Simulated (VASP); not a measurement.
A run of VASP 6.6.1:

Contents of INCAR:

```
SYSTEM = Mo
PREC = Accurate
ENCUT = 520
EDIFF = 1E-6
ISMEAR = 0
SIGMA = 0.15
LREAL = .FALSE.
LASPH = .TRUE.
NELM = 60
ALGO = Fast
ISIF = 2
LWAVE = .FALSE.
LCHARG = .FALSE.
GGA = PS
NBANDS = 21
```

Contents of KPOINTS:

```
Automatic mesh
0
G
  24 24 14
  0 0 0
```

Contents of POSCAR:

```
Mo
1.0
   -1.5646534271      1.5646534271      1.5646534271
    1.5646534271     -1.5646534271      1.5646534271
    3.1293068543      3.1293068543      0.0000000000
Mo
2
Direct
    0.0359504533      0.0359504533      0.0000000000
    0.4640495467      0.4640495467      0.5000000000
```

Potentials or basis: VASP PAW PBE potentials, release 64 (Mo_sv).

Command:

```sh
$ cat potpaw_PBE.64/Mo_sv/POTCAR > POTCAR
$ mpirun -np 1 vasp_std > vasp.out
```

Hardware: 1 thread of Oxide Virtual Turin-like Processor (shared host).

Task: How long does it take, and how much memory?

Result: Run time: 19 min on 1 thread of Oxide Virtual Turin-like Processor, with other jobs on the host, peak memory 0.63 GiB. Counts: scf iterations 13, k points 1256.
